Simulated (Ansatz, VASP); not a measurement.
# InSb in VASP and in Ansatz

```xyz
4
Lattice="3.0633 -3.0814 0.0000 3.0633 3.0814 0.0000 0.0000 0.0000 6.1269" Properties=species:S:1:pos:R:3 pbc="T T T"
In    3.0633    1.3594    1.5317
In    3.0633   -1.3594    4.5952
Sb    3.0633   -1.7083    1.5317
Sb    3.0633    1.7083    4.5952
```

Alike in both runs: task single point; functional PBEsol; k mesh 10 × 10 × 8; occupations gaussian, width 0.1 eV; no spin polarisation.

```csv
,VASP,Ansatz
version,VASP 6.6.1,Ansatz 0.2.0
potentials or method,"VASP PAW PBE potentials, release 64 (In_d, Sb), cutoff 520 eV","scalar-relativistic, plane waves, PAW"
valence electrons in the cell,36,56
```

Ansatz gave:

```
gap on the k mesh at the Fermi level (eV)                     : none
pressure (GPa)                                                : -2.7
traceless stress, the component that is largest in VASP (GPa) : -0.21
rms of the force components (eV/Å)                            : 0.008
```

Which values does VASP return?

gap on the k mesh at the Fermi level (eV): none; pressure (GPa): -2.6; traceless stress, the component that is largest in VASP (GPa): -0.21; rms of the force components (eV/Å): 0.007.

VASP's potentials were made for PBE, not for PBEsol. Atom by atom the forces differ by 0.001 eV/Å (rms over components). A gap of «none» marks a metal or a gap that the smearing closes. VASP's potentials hold 36 valence electrons a cell and Ansatz's 56, so a difference there can come from the potentials and not from the codes.

Spin-orbit coupling is off throughout.
